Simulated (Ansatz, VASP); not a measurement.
PbS: VASP beside Ansatz

```xyz
2
Lattice="3.5774 0.0000 0.0000 0.0000 3.5774 0.0000 0.0000 0.0000 3.5774" Properties=species:S:1:pos:R:3 pbc="T T T"
Pb    0.0000    0.0000    0.0000
S     1.7887    1.7887    1.7887
```

Alike in both runs: task single point; functional PBE; k mesh 6 × 6 × 6; occupations fermi-dirac, width 0.02 eV; no spin polarisation.

|  | VASP | Ansatz |
| --- | --- | --- |
| version | VASP 6.6.1 | Ansatz 0.2.0 |
| potentials or method | VASP PAW PBE potentials, release 64 (Pb_d, S) | plane waves, PAW |
| plane-wave cutoff (eV) | 520 | 420 |
| valence electrons in the cell | 20 | 20 |

```tsv
	VASP	Ansatz	Ansatz less VASP
pressure (GPa)	4.1	4.2	+0.08
```

Spin-orbit coupling is off throughout.
